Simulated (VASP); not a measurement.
# Sn4H (Im-3m) in VASP: a series of runs

Sn4H is run at these levels: PBE; tasks: single point, relaxation of cell and atoms.

Program: VASP 6.6.1. These are calculated values, not measurements. Logs are shortened: lines on timing, memory, paths and dates and some standing lists are left out, and cuts for length are marked.

### 1 The cell of the first run

The structure is cubic, space group Im-3m (No. 229). The conventional cell has a = 6.215 Å, b = 6.215 Å, c = 6.215 Å, α = 90.00°, β = 90.00°, γ = 90.00°. Sn (site symmetry -3m) has 2 H at 2.69 Å and 6 Sn at 3.11 Å within 3.5 Å. H (site symmetry m-3m) has 8 Sn at 2.69 Å within 3.5 Å.

The cell was generated, and may not be a known phase.

### 2 Single point, PBE

INCAR

```
SYSTEM = Sn4H
PREC = Accurate ; ENCUT = 520
EDIFF = 1E-7 ; ISMEAR = 0
SIGMA = 0.1 ; LREAL = .FALSE.
LASPH = .TRUE. ; NELM = 100
ALGO = Normal ; ISIF = 2
LWAVE = .FALSE. ; LCHARG = .TRUE.
GGA = PE ; LELF = .TRUE.
LVHAR = .TRUE. ; NBANDS = 36
```

KPOINTS

```
Automatic mesh
0
G
  10 10 10
  0 0 0
```

POSCAR

```
Sn4H
1.0
   -3.1072890425      3.1072890425      3.1072890425
    3.1072890425     -3.1072890425      3.1072890425
    3.1072890425      3.1072890425     -3.1072890425
Sn H
4 1
Direct
    0.5000000000      0.5000000000      0.5000000000
    0.5000000000      0.0000000000      0.0000000000
    0.0000000000      0.0000000000      0.5000000000
    0.0000000000      0.5000000000      0.0000000000
    0.0000000000      0.0000000000      0.0000000000
```

Potentials or basis: VASP PAW PBE potentials, release 64 (Sn_d, H).

The run is started by

```console
$ cat potpaw_PBE.64/Sn_d/POTCAR potpaw_PBE.64/H/POTCAR > POTCAR
$ mpirun -np 1 vasp_std > vasp.out
```

OUTCAR:

```text
SYSTEM = Sn4H
   PREC = Accurate
   ENCUT = 520
   EDIFF = 1E-7
   ISMEAR = 0
   LREAL = .FALSE.
   LASPH = .TRUE.
   NELM = 100
   ISIF = 2
   GGA = PE

 ion  position               nearest neighbor table
   1  0.500  0.500  0.500-   2 3.11   3 3.11   4 3.11   2 3.11   4 3.11   3 3.11
   2  0.500  0.000  0.000-   1 3.11   3 3.11   4 3.11   1 3.11   3 3.11   4 3.11
   3  0.000  0.000  0.500-   1 3.11   2 3.11   4 3.11   4 3.11   2 3.11   1 3.11
   4  0.000  0.500  0.000-   1 3.11   2 3.11   3 3.11   3 3.11   1 3.11   2 3.11
   5  0.000  0.000  0.000-

  LATTYP: Found a body centered cubic cell.
 ALAT       =     6.2145780850

  Lattice vectors:

 A1 = (  -3.1072890425,   3.1072890425,   3.1072890425)
 A2 = (   3.1072890425,  -3.1072890425,   3.1072890425)
 A3 = (   3.1072890425,   3.1072890425,  -3.1072890425)

Analysis of symmetry for initial positions (statically):
=====================================================================
 Subroutine PRICEL returns:
 Original cell was already a primitive cell.

 Routine SETGRP: Setting up the symmetry group for a
 body centered cubic supercell.

 Subroutine GETGRP returns: Found 48 space group operations
 (whereof 48 operations were pure point group operations)
 out of a pool of 48 trial point group operations.

The static configuration has the point symmetry O_h .

Analysis of symmetry for dynamics (positions and initial velocities):
=====================================================================
 Subroutine PRICEL returns:
 Original cell was already a primitive cell.

 Routine SETGRP: Setting up the symmetry group for a
 body centered cubic supercell.

 Subroutine GETGRP returns: Found 48 space group operations
 (whereof 48 operations were pure point group operations)
 out of a pool of 48 trial point group operations.

The dynamic configuration has the point symmetry O_h .

 Subroutine INISYM returns: Found 48 space group operations
 (whereof 48 operations are pure point group operations),
 and found     1 'primitive' translations

----------------------------------------------------------------------------------------

                                     Primitive cell

  volume of cell :     120.0066

  direct lattice vectors                    reciprocal lattice vectors
    -3.107289043  3.107289043  3.107289043     0.000000000  0.160911970  0.160911970
     3.107289043 -3.107289043  3.107289043     0.160911970  0.000000000  0.160911970
     3.107289043  3.107289043 -3.107289043     0.160911970  0.160911970  0.000000000

[... 86 lines left out ...]
   LASPH  =      T    aspherical Exc in radial PAW
   ENCUT  =  520.0 eV  38.22 Ry    6.18 a.u.  10.01 10.01 10.01*2*pi/ulx,y,z
   NELM   =    100;   NELMIN=  2; NELMDL= -5     # of ELM steps
   EDIFF  = 0.1E-06   stopping-criterion for ELM
   LREAL  =      F    real-space projection
   EDIFFG = 0.1E-05   stopping-criterion for IOM
   NSW    =      0    number of steps for IOM
   IBRION =     -1    ionic relax: 0-MD 1-quasi-New 2-CG
   NFREE  =      0    steps in history (QN), initial steepest desc. (CG)
   ISIF   =      2    stress and relaxation
   ISYM   =      2    0-nonsym 1-usesym 2-fastsym
   POTIM  = 0.5000    time-step for ionic-motion
   TEBEG  =    0.0;   TEEND  =   0.0 temperature during run
   PSTRESS=    0.0 pullay stress
   NELECT =      57.0000    total number of electrons
   NUPDOWN=      -1.0000    fix difference up-down
   EMIN   =  10.00;   EMAX   =-10.00  energy-range for DOS
   EFERMI =   0.00;   METHOD = LEGACY
   ISMEAR =     0;   SIGMA  =   0.10  broadening in eV -4-tet -1-fermi 0-gaus
   EFERMI_NEDOS =   21; number of points for ismear=-14 and -15
   IALGO  =     38    algorithm
   IMIX   =      4    mixing-type and parameters
     AMIX     =   0.40;   BMIX     =  1.00
     AMIX_MAG =   1.60;   BMIX_MAG =  1.00
  volume/ion in A,a.u.               =      24.00       161.97
  Fermi-wavevector in a.u.,A,eV,Ry     =   1.277315  2.413776 22.198375  1.631535
  Thomas-Fermi vector in A             =   2.409922
   LORBIT       =      0    0 simple, 1 ext, 2 COOP (PROOUT), +10 PAW based schemes
   GGA     = PE    functional components
   LHFCALC =     F    Hartree Fock is set to
   AEXX    =    0.0000 exact exchange contribution
   IVDW    =     0    specifies the selected vdW correction
   LEPSILON=     F    determine dielectric tensor
   LRPA    =     F    only Hartree local field effects (RPA)
 non-spin polarized calculation
 Gauss-broadening in eV      SIGMA  =   0.10
  energy-cutoff  :      520.00
  volume of cell :      120.01
 maximum number of plane-waves:      3300
   NGX = 19   NGY = 19   NGZ = 19

 number of electron      56.9999967 magnetization

 Free energy of the ion-electron system (eV)
  ---------------------------------------------------
  ext. energy  EPLUGINS =         0.00000000
  ---------------------------------------------------
  free energy    TOTEN  =       -17.22675773 eV

  energy without entropy =      -17.21603152  energy(sigma->0) =      -17.22139463

 E-fermi :   6.8851     XC(G=0):  -9.9649

 val. band max:        6.8722577297   @ k =  -0.2000   0.2000   0.1000
 cond. band min:       6.8965708005   @ k =   0.2000   0.2000   0.2000
 fundamental gap:      0.0243130707
 Fermi energy:         6.8851195686

 k-point     1 :       0.0000    0.0000    0.0000
  band No.  band energies     occupation
      1     -14.7046      2.00000
      2     -14.7046      2.00000
      3     -14.5898      2.00000
      4     -14.5599      2.00000
      5     -14.5599      2.00000
      6     -14.5559      2.00000
[... 925 lines left out ...]
     35      12.4453      0.00000
     36      12.5630      0.00000

 [... further k-points ...]
[... 5 lines left out ...]
  --------------------------------------------------------------------------------------
  -------------------------------------------------------------------------------------
  Total       -0.0515690     -0.0515690     -0.0515690     -0.0000000      0.0000000     -0.0000000
  in kB       -0.6884841     -0.6884841     -0.6884841     -0.0000000      0.0000000     -0.0000000
  external PRESSURE =      -0.6884841 kB  Pullay stress =       0.0000000 kB

 VOLUME and BASIS-vectors are now :
 -----------------------------------------------------------------------------
  energy-cutoff  :      520.00
  volume of cell :      120.01
      direct lattice vectors                 reciprocal lattice vectors
    -3.107289043  3.107289043  3.107289043     0.000000000  0.160911970  0.160911970
     3.107289043 -3.107289043  3.107289043     0.160911970  0.000000000  0.160911970
     3.107289043  3.107289043 -3.107289043     0.160911970  0.160911970  0.000000000

 POSITION                                       TOTAL-FORCE (eV/Angst)
 -----------------------------------------------------------------------------------
      1.55364      1.55364      1.55364        -0.000000      0.000000     -0.000000
     -1.55364      1.55364      1.55364        -0.000000     -0.000000     -0.000000
      1.55364      1.55364     -1.55364         0.000000      0.000000      0.000000
      1.55364     -1.55364      1.55364        -0.000000     -0.000000     -0.000000
      0.00000      0.00000      0.00000         0.000000     -0.000000      0.000000
 -----------------------------------------------------------------------------------
    total drift:                                0.000000     -0.000000      0.000000

  FREE ENERGIE OF THE ION-ELECTRON SYSTEM (eV)
  ---------------------------------------------------
  free  energy   TOTEN  =       -17.2267577346 eV

  energy  without entropy=      -17.2160315239  energy(sigma->0) =      -17.22139463
```

stdout:

```text
POSCAR found type information on POSCAR SnH
 POSCAR found :  2 types and       5 ions
 scaLAPACK will be used
 LDA part: xc-table for (Slater+PW92), standard interpolation
 POSCAR, INCAR and KPOINTS ok, starting setup
 FFT: planning ... GRIDC
 FFT: planning ... GRID_SOFT
 FFT: planning ... GRID
 WAVECAR not read
 entering main loop
```

It took 95 s on 1 thread of Intel Xeon 6975P-C (Granite Rapids), shared host; peak memory 0.32 GiB.

Results:

```yaml
Free_energy: -17.2268 eV
Pressure: -0.1 GPa
Band_gap_on_the_k_mesh: zero (an odd number of electrons rules out a gap without spin polarisation)
```

Caveat: spin-orbit coupling is left out, which moves the levels of the heavy elements.

### 3 Relaxation of cell and atoms, PBE

This run uses another cell than the first one, of 22.87 Å³/atom.

INCAR

```
SYSTEM = Sn4H
PREC = Accurate
ENCUT = 600
EDIFF = 1E-6
ISMEAR = 0
SIGMA = 0.1
LREAL = .False.
LASPH = .True.
NELM = 60
ALGO = Normal
ISIF = 3
LWAVE = .False.
LCHARG = .False.
GGA = PE
IBRION = 2
NSW = 100
EDIFFG = -0.01
```

KPOINTS

```
Automatic mesh
0
Gamma
  10 10 10
  0 0 0
```

Edit POSCAR of step 2 so:

```diff
@@ -2,5 +2,5 @@
 1.0
-   -3.1072890425      3.1072890425      3.1072890425
-    3.1072890425     -3.1072890425      3.1072890425
-    3.1072890425      3.1072890425     -3.1072890425
+   -3.0576843700      3.0576843700      3.0576843700
+    3.0576843700     -3.0576843700      3.0576843700
+    3.0576843700      3.0576843700     -3.0576843700
 Sn H
```

Potentials or basis: VASP PAW PBE potentials, release 64 (Sn_d, H).

The run is started by

```console
$ cat potpaw_PBE.64/Sn_d/POTCAR potpaw_PBE.64/H/POTCAR > POTCAR
$ mpirun -np 1 vasp_std > vasp.out
```

It took 3.9 min on 1 thread of Intel Xeon 6975P-C (Granite Rapids), shared host; peak memory 0.37 GiB.

The run converged. Its results:

| Item | Value |
| --- | --- |
| Free energy | -17.2262 eV |
| Relaxed volume | 23.99 Å³/atom |
| Relaxed cell | a = 5.381 Å, b = 5.381 Å, c = 5.381 Å, α = 109.47°, β = 109.47°, γ = 109.47° |
| Space group after relaxing (to 0.1 Å) | Im-3m (No. 229) |
| Energy gained by relaxing | 8.5 meV/atom |
| Ionic steps | 3 |
| Pressure after relaxing | 0.0 GPa |
| Band gap on the k mesh | zero (an odd number of electrons rules out a gap without spin polarisation) |

Step by step:
```csv
step,energy change (eV),largest force (eV/Å),pressure (GPa),volume (Å³)
1,0.0000,0.0000,2.57,114.35
2,-0.0423,0.0000,-0.23,120.52
3,-0.0427,0.0000,0.04,119.93
```

Final structure:
```
Sn H
1.0
    -3.10663    3.10663    3.10663
     3.10663   -3.10663    3.10663
     3.10663    3.10663   -3.10663
Sn H
4 1
Direct
  0.50000 0.50000 0.50000
  0.50000 0.00000 0.00000
  0.00000 0.00000 0.50000
  0.00000 0.50000 0.00000
  0.00000 0.00000 0.00000
```

Levels at points of the mesh, in eV from the Fermi level:
```csv
k point,band 25,band 26,band 27,band 28,band 29,band 30,band 31,band 32
"(0.00, 0.00, 0.00)",-2.27,-2.27,-2.27,-2.16,-2.08,-2.08,-2.08,2.88
"(0.50, 0.00, 0.00)",-3.77,-2.70,-0.69,0.05,0.22,0.83,2.50,2.56
"(0.50, 0.50, 0.50)",-4.41,-4.41,-1.14,0.11,0.11,0.11,2.30,5.52
```

Caveat: spin-orbit coupling is left out, which moves the levels of the heavy elements.

The gap in the log of VASP goes by the Fermi energy; the results here count the filled bands.